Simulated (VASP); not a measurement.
# GdN (rocksalt type) (Fm-3m) in VASP: notebook

Runs on GdN (rocksalt type). Level: PBE. Tasks: electric field gradients.

Program: VASP 6.6.1. These are calculated values, not measurements. Logs are shortened: lines on timing, memory, paths and dates and some standing lists are left out, and cuts for length are marked.

### Step 1. The cell of the first run

Symmetry: Fm-3m, No. 225, cubic system. The conventional cell has a = 4.984 Å, b = 4.984 Å, c = 4.984 Å, α = 90.00°, β = 90.00°, γ = 90.00°. Gd (site symmetry m-3m) has 6 N at 2.49 Å within 3.3 Å. Within 3.3 Å of N (site symmetry m-3m) lie 6 Gd at 2.49 Å.

### Step 2. Electric field gradients, PBE, collinear spin, ferromagnetic start

File INCAR:

```
PREC = Accurate
ENCUT = 520
EDIFF = 1E-8
ISMEAR = -1
SIGMA = 0.05
LREAL = False
LASPH = True
NELM = 150
ALGO = Normal
ISIF = 2
LWAVE = False
LCHARG = False
ISPIN = 2
MAGMOM = 7 0
LORBIT = 11
LMAXMIX = 6
GGA = PE
LEFG = True
NBANDS = 22
```

File KPOINTS:

```
regular mesh
0
Gamma
  15 15 15
```

File POSCAR:

```
GdN
1.0
    0.0000000000      2.4917936937      2.4917936937
    2.4917936937      0.0000000000      2.4917936937
    2.4917936937      2.4917936937      0.0000000000
Gd N
1 1
Direct
    0.0000000000      0.0000000000      0.0000000000
    0.5000000000      0.5000000000      0.5000000000
```

Potentials or basis: VASP PAW PBE potentials, release 64 (Gd, N).

Started as:

```console
$ cat potpaw_PBE.64/Gd/POTCAR potpaw_PBE.64/N/POTCAR > POTCAR
$ mpirun -np 1 vasp_std > vasp.out
```

OUTCAR:

```text
PREC = Accurate
   ENCUT = 520
   EDIFF = 1E-8
   ISMEAR = -1
   LREAL = False
   LASPH = True
   NELM = 150
   ISIF = 2
   ISPIN = 2
   LORBIT = 11
   GGA = PE

 ion  position               nearest neighbor table
   1  0.000  0.000  0.000-   2 2.49   2 2.49   2 2.49   2 2.49   2 2.49   2 2.49
   2  0.500  0.500  0.500-   1 2.49   1 2.49   1 2.49   1 2.49   1 2.49   1 2.49

  LATTYP: Found a face centered cubic cell.
 ALAT       =     4.9835873874

  Lattice vectors:

 A1 = (   0.0000000000,   2.4917936937,   2.4917936937)
 A2 = (   2.4917936937,   0.0000000000,   2.4917936937)
 A3 = (   2.4917936937,   2.4917936937,   0.0000000000)

Analysis of symmetry for initial positions (statically):
=====================================================================
 Subroutine PRICEL returns:
 Original cell was already a primitive cell.

 Routine SETGRP: Setting up the symmetry group for a
 face centered cubic supercell.

 Subroutine GETGRP returns: Found 48 space group operations
 (whereof 48 operations were pure point group operations)
 out of a pool of 48 trial point group operations.

The static configuration has the point symmetry O_h .

Analysis of symmetry for dynamics (positions and initial velocities):
=====================================================================
 Subroutine PRICEL returns:
 Original cell was already a primitive cell.

 Routine SETGRP: Setting up the symmetry group for a
 face centered cubic supercell.

 Subroutine GETGRP returns: Found 48 space group operations
 (whereof 48 operations were pure point group operations)
 out of a pool of 48 trial point group operations.

The dynamic configuration has the point symmetry O_h .

Analysis of structural, dynamic, and magnetic symmetry:
=====================================================================
 Subroutine PRICEL returns:
 Original cell was already a primitive cell.

 Routine SETGRP: Setting up the symmetry group for a
 face centered cubic supercell.

 Subroutine GETGRP returns: Found 48 space group operations
 (whereof 48 operations were pure point group operations)
 out of a pool of 48 trial point group operations.

The overall configuration has the point symmetry O_h .

 Subroutine INISYM returns: Found 48 space group operations
 (whereof 48 operations are pure point group operations),
 and found     1 'primitive' translations

----------------------------------------------------------------------------------------

                                     Primitive cell

  volume of cell :      30.9433

  direct lattice vectors                    reciprocal lattice vectors
     0.000000000  2.491793694  2.491793694    -0.200658667  0.200658667  0.200658667
     2.491793694  0.000000000  2.491793694     0.200658667 -0.200658667  0.200658667
     2.491793694  2.491793694  0.000000000     0.200658667  0.200658667 -0.200658667

  length of vectors
     3.523928436  3.523928436  3.523928436     0.347551006  0.347551006  0.347551006

  position of ions in fractional coordinates (direct lattice)
     0.000000000  0.000000000  0.000000000
     0.500000000  0.500000000  0.500000000

  ion indices of the primitive-cell ions
   primitive index   ion index
                 1           1
                 2           2

----------------------------------------------------------------------------------------

 KPOINTS: regular mesh

Automatic generation of k-mesh.
 Grid dimensions read from file:
 generate k-points for:   15   15   15

 Generating k-lattice:

[... 58 lines left out ...]
   LASPH  =      T    aspherical Exc in radial PAW
   ENCUT  =  520.0 eV  38.22 Ry    6.18 a.u.   6.55  6.55  6.55*2*pi/ulx,y,z
   NELM   =    150;   NELMIN=  2; NELMDL= -5     # of ELM steps
   EDIFF  = 0.1E-07   stopping-criterion for ELM
   LREAL  =      F    real-space projection
   EDIFFG = 0.1E-06   stopping-criterion for IOM
   NSW    =      0    number of steps for IOM
   IBRION =     -1    ionic relax: 0-MD 1-quasi-New 2-CG
   NFREE  =      0    steps in history (QN), initial steepest desc. (CG)
   ISIF   =      2    stress and relaxation
   ISYM   =      2    0-nonsym 1-usesym 2-fastsym
   POTIM  = 0.5000    time-step for ionic-motion
   TEBEG  =    0.0;   TEEND  =   0.0 temperature during run
   PSTRESS=    0.0 pullay stress
   NELECT =      23.0000    total number of electrons
   NUPDOWN=      -1.0000    fix difference up-down
   EMIN   =  10.00;   EMAX   =-10.00  energy-range for DOS
   EFERMI =   0.00;   METHOD = LEGACY
   ISMEAR =    -1;   SIGMA  =   0.05  broadening in eV -4-tet -1-fermi 0-gaus
   EFERMI_NEDOS =   21; number of points for ismear=-14 and -15
   IALGO  =     38    algorithm
   IMIX   =      4    mixing-type and parameters
     AMIX     =   0.40;   BMIX     =  1.00
     AMIX_MAG =   1.60;   BMIX_MAG =  1.00
  volume/ion in A,a.u.               =      15.47       104.41
  Fermi-wavevector in a.u.,A,eV,Ry     =   1.482957  2.802383 29.921427  2.199163
  Thomas-Fermi vector in A             =   2.596679
   LORBIT       =     11    0 simple, 1 ext, 2 COOP (PROOUT), +10 PAW based schemes
   GGA     = PE    functional components
   LHFCALC =     F    Hartree Fock is set to
   AEXX    =    0.0000 exact exchange contribution
   IVDW    =     0    specifies the selected vdW correction
   LEPSILON=     F    determine dielectric tensor
   LRPA    =     F    only Hartree local field effects (RPA)
 spin polarized calculation
  energy-cutoff  :      520.00
  volume of cell :       30.94
 maximum number of plane-waves:       869
   NGX = 13   NGY = 13   NGZ = 13

 number of electron      23.0000006 magnetization       6.9998810

 Free energy of the ion-electron system (eV)
  ---------------------------------------------------
  ext. energy  EPLUGINS =         0.00000000
  ---------------------------------------------------
  free energy    TOTEN  =       -23.21658607 eV

  energy without entropy =      -23.21594061  energy(sigma->0) =      -23.21626334

 E-fermi :   4.0030     XC(G=0): -11.5855

 val. band max:        3.9728314875   @ k =   0.0667   0.0000   0.0000
 cond. band min:       4.0221550815   @ k =   0.3333   0.3333   0.0000
 fundamental gap:      0.0493235940
 Fermi energy:         4.0030097233

 spin component 1

 k-point     1 :       0.0000    0.0000    0.0000
  band No.  band energies     occupation
      1     -39.8361      1.00000
      2     -16.8316      1.00000
      3     -16.8316      1.00000
      4     -16.8316      1.00000
      5      -9.1336      1.00000
      6       0.3139      1.00000
[... 589 lines left out ...]
     21      11.5459      0.00000
     22      16.8157      0.00000

 [... further k-points ...]

 spin component 2

 k-point     1 :       0.0000    0.0000    0.0000
  band No.  band energies     occupation
      1     -36.7386      1.00000
      2     -14.5850      1.00000
      3     -14.5850      1.00000
      4     -14.5850      1.00000
      5      -9.1256      1.00000
      6       3.0556      1.00000
[... 589 lines left out ...]
     21      12.3247      0.00000
     22      17.7422      0.00000

 [... further k-points ...]

------------------------ aborting loop because EDIFF is reached ----------------------------------------

  FORCE on cell =-STRESS in cart. coord.  units (eV):
  Direction    XX          YY          ZZ          XY          YZ          ZX
  --------------------------------------------------------------------------------------
  -------------------------------------------------------------------------------------
  Total        0.0203422      0.0203422      0.0203422      0.0000000      0.0000000     -0.0000000
  in kB        1.0532763      1.0532763      1.0532763      0.0000000      0.0000000     -0.0000000
  external PRESSURE =       1.0532763 kB  Pullay stress =       0.0000000 kB

 VOLUME and BASIS-vectors are now :
 -----------------------------------------------------------------------------
  energy-cutoff  :      520.00
  volume of cell :       30.94
      direct lattice vectors                 reciprocal lattice vectors
     0.000000000  2.491793694  2.491793694    -0.200658667  0.200658667  0.200658667
     2.491793694  0.000000000  2.491793694     0.200658667 -0.200658667  0.200658667
     2.491793694  2.491793694  0.000000000     0.200658667  0.200658667 -0.200658667

 POSITION                                       TOTAL-FORCE (eV/Angst)
 -----------------------------------------------------------------------------------
      0.00000      0.00000      0.00000         0.000000      0.000000     -0.000000
      2.49179      2.49179      2.49179        -0.000000     -0.000000      0.000000
 -----------------------------------------------------------------------------------
    total drift:                                0.000000      0.000000      0.000000

  FREE ENERGIE OF THE ION-ELECTRON SYSTEM (eV)
  ---------------------------------------------------
  free  energy   TOTEN  =       -23.2165860657 eV

  energy  without entropy=      -23.2159406137  energy(sigma->0) =      -23.21626334

 Electric field gradients (V/A^2)
---------------------------------------------------------------------
 ion       V_xx      V_yy      V_zz      V_xy      V_xz      V_yz
---------------------------------------------------------------------
   1       0.000     0.000    -0.000    -0.002    -0.002    -0.002
   2      -0.000     0.000    -0.000    -0.001    -0.001    -0.001
---------------------------------------------------------------------

 Electric field gradients after diagonalization (V/A^2)
 (convention: |V_zz| > |V_xx| > |V_yy|)
----------------------------------------------------------------------
 ion       V_xx      V_yy      V_zz     asymmetry (V_yy - V_xx)/ V_zz
----------------------------------------------------------------------
   1       0.002     0.002    -0.004       0.000
   2       0.001     0.001    -0.001       0.000
----------------------------------------------------------------------

           NMR quadrupolar parameters

 Cq : quadrupolar parameter    Cq=e*Q*V_zz/h
 eta: asymmetry parameters     (V_yy - V_xx)/ V_zz
 Q  : nuclear electric quadrupole moment in mb (millibarn)
----------------------------------------------------------------------
 ion       Cq(MHz)       eta       Q (mb)
----------------------------------------------------------------------
   1      -0.000       0.000       1.000
   2      -0.000       0.000       1.000
----------------------------------------------------------------------

 total charge

# of ion       s       p       d       f       tot
--------------------------------------------------
    1        2.034   5.663   0.533   6.999  15.228
    2        1.250   2.384   0.000   0.000   3.634
--------------------------------------------------
tot          3.284   8.046   0.533   6.999  18.862

 magnetization (x)

# of ion       s       p       d       f       tot
--------------------------------------------------
    1       -0.005  -0.081   0.083   6.807   6.804
    2       -0.007  -0.078   0.000   0.000  -0.085
--------------------------------------------------
tot         -0.012  -0.159   0.083   6.807   6.719
```

It took 4.4 min on 1 thread of AMD EPYC 9R45 (Zen 5), shared host; peak memory 0.27 GiB.

What came out:

| Quantity | Value |
| --- | --- |
| Free energy | -23.2166 eV |
| Pressure | 0.1 GPa |
| Band gap on the k mesh | zero (filled and empty bands overlap) |
| Net moment | 7.00 μB per cell |
| Site moments | Gd +6.80; N -0.09 μB |
| Largest electric field gradient by atom | under 0.05 V/Å² on every atom |
| Valence electrons inside the program's atomic spheres | Gd 15.23; N 3.63 |

Caveat: spin-orbit coupling is left out, which moves the levels of the heavy elements; a cell with one magnetic atom can't hold antiferromagnetic order, which such compounds often take; semilocal functionals describe open f shells poorly, which spoils levels, moments and volumes. With open d or f shells a metallic result of PBE can be an artefact of self-interaction; +U or a hybrid may open a gap.

### Step 3. Electric field gradients, PBE, collinear spin, ferromagnetic start

File INCAR:

```
SYSTEM = GdN
PREC = Accurate
ENCUT = 520
EDIFF = 1E-8
ISMEAR = -1
SIGMA = 0.05
LREAL = .False.
LASPH = .True.
NELM = 150
ALGO = Normal
ISIF = 2
LWAVE = .False.
LCHARG = .False.
ISPIN = 2
MAGMOM = 7 0
LORBIT = 11
LMAXMIX = 6
GGA = PE
LEFG = .True.
NBANDS = 22
```

File KPOINTS:

```
Automatic mesh
0
Gamma
  15 15 15
  0 0 0
```

POSCAR is that of step 2.

Potentials or basis: VASP PAW PBE potentials, release 64 (Gd, N).

Started as:

```console
$ cat potpaw_PBE.64/Gd/POTCAR potpaw_PBE.64/N/POTCAR > POTCAR
$ mpirun -np 1 vasp_std > vasp.out
```

OUTCAR:

```text
SYSTEM = GdN
   PREC = Accurate
   ENCUT = 520
   EDIFF = 1E-8
   ISMEAR = -1
   LREAL = .False.
   LASPH = .True.
   NELM = 150
   ISIF = 2
   ISPIN = 2
   LORBIT = 11
   GGA = PE

 ion  position               nearest neighbor table
   1  0.000  0.000  0.000-   2 2.49   2 2.49   2 2.49   2 2.49   2 2.49   2 2.49
   2  0.500  0.500  0.500-   1 2.49   1 2.49   1 2.49   1 2.49   1 2.49   1 2.49

  LATTYP: Found a face centered cubic cell.
 ALAT       =     4.9835873874

  Lattice vectors:

 A1 = (   0.0000000000,   2.4917936937,   2.4917936937)
 A2 = (   2.4917936937,   0.0000000000,   2.4917936937)
 A3 = (   2.4917936937,   2.4917936937,   0.0000000000)

Analysis of symmetry for initial positions (statically):
=====================================================================
 Subroutine PRICEL returns:
[... 1422 lines left out ...]
 -----------------------------------------------------------------------------------
    total drift:                                0.000000      0.000000      0.000000

  FREE ENERGIE OF THE ION-ELECTRON SYSTEM (eV)
  ---------------------------------------------------
  free  energy   TOTEN  =       -23.2165860657 eV

  energy  without entropy=      -23.2159406137  energy(sigma->0) =      -23.21626334

 Electric field gradients (V/A^2)
---------------------------------------------------------------------
 ion       V_xx      V_yy      V_zz      V_xy      V_xz      V_yz
---------------------------------------------------------------------
   1       0.000     0.000    -0.000    -0.002    -0.002    -0.002
   2      -0.000     0.000    -0.000    -0.001    -0.001    -0.001
---------------------------------------------------------------------

 Electric field gradients after diagonalization (V/A^2)
 (convention: |V_zz| > |V_xx| > |V_yy|)
----------------------------------------------------------------------
 ion       V_xx      V_yy      V_zz     asymmetry (V_yy - V_xx)/ V_zz
----------------------------------------------------------------------
   1       0.002     0.002    -0.004       0.000
   2       0.001     0.001    -0.001       0.000
----------------------------------------------------------------------

           NMR quadrupolar parameters

 Cq : quadrupolar parameter    Cq=e*Q*V_zz/h
 eta: asymmetry parameters     (V_yy - V_xx)/ V_zz
 Q  : nuclear electric quadrupole moment in mb (millibarn)
----------------------------------------------------------------------
 ion       Cq(MHz)       eta       Q (mb)
----------------------------------------------------------------------
   1      -0.000       0.000       1.000
   2      -0.000       0.000       1.000
----------------------------------------------------------------------

 total charge

# of ion       s       p       d       f       tot
--------------------------------------------------
    1        2.034   5.663   0.533   6.999  15.228
    2        1.250   2.384   0.000   0.000   3.634
--------------------------------------------------
tot          3.284   8.046   0.533   6.999  18.862

 magnetization (x)

# of ion       s       p       d       f       tot
--------------------------------------------------
    1       -0.005  -0.081   0.083   6.807   6.804
    2       -0.007  -0.078   0.000   0.000  -0.085
--------------------------------------------------
tot         -0.012  -0.159   0.083   6.807   6.719
```

OSZICAR:

```text
N       E                     dE             d eps       ncg     rms          rms(c)
DAV:   1     0.130577051341E+03    0.13058E+03   -0.83310E+03 14704   0.555E+03
DAV:   2    -0.504474738273E+01   -0.13562E+03   -0.11674E+03 14684   0.443E+02
DAV:   3    -0.221964574143E+02   -0.17152E+02   -0.16705E+02 15390   0.118E+02
[... 31 lines left out ...]
DAV:  35    -0.232165861662E+02   -0.51310E-06   -0.53445E-06 16136   0.171E-02    0.528E-02
DAV:  36    -0.232165861480E+02    0.18201E-07   -0.50937E-07 17624   0.503E-03    0.506E-02
DAV:  37    -0.232165860226E+02    0.12542E-06   -0.29368E-07 13752   0.294E-02    0.483E-03
DAV:  38    -0.232165860847E+02   -0.62113E-07   -0.44869E-08 13228   0.794E-03    0.110E-02
DAV:  39    -0.232165860651E+02    0.19590E-07   -0.49098E-09  7916   0.251E-03    0.132E-03
DAV:  40    -0.232165860657E+02   -0.61664E-09   -0.83363E-09  8594   0.112E-03
   1 F= -.23216586E+02 E0= -.23216263E+02  d E =-.645452E-03  mag=     6.9999
```

Run time: 4.2 min. Hardware: 1 thread of AMD EPYC 9R45 (Zen 5), shared host; peak memory 0.26 GiB.

What came out:

* Free energy: -23.2166 eV
* Pressure: 0.1 GPa
* Band gap on the k mesh: zero (filled and empty bands overlap)
* Net moment: 7.00 μB per cell
* Site moments: Gd +6.80; N -0.09 μB
* Largest electric field gradient by atom: under 0.05 V/Å² on every atom
* Valence electrons inside the program's atomic spheres: Gd 15.23; N 3.63

Levels at points of the mesh, in eV from the Fermi level:
Spin up:
```
           k point  band 13  band 14  band 15  band 16  band 17  band 18
(0.00, 0.00, 0.00)     0.17     0.17     0.17     2.42     2.42     2.42
```
Spin down:
```csv
k point,band 5,band 6,band 7,band 8,band 9,band 10,band 11,band 12
"(0.00, 0.00, 0.00)",-13.13,-0.95,-0.95,-0.95,1.62,2.16,2.16,2.16
```

Caveat: spin-orbit coupling is left out, which moves the levels of the heavy elements; a cell with one magnetic atom can't hold antiferromagnetic order, which such compounds often take; semilocal functionals describe open f shells poorly, which spoils levels, moments and volumes. With open d or f shells a metallic result of PBE can be an artefact of self-interaction; +U or a hybrid may open a gap.

(Part 1 of 2 ends here.)

The gap in the log of VASP goes by the Fermi energy; the results here count the filled bands.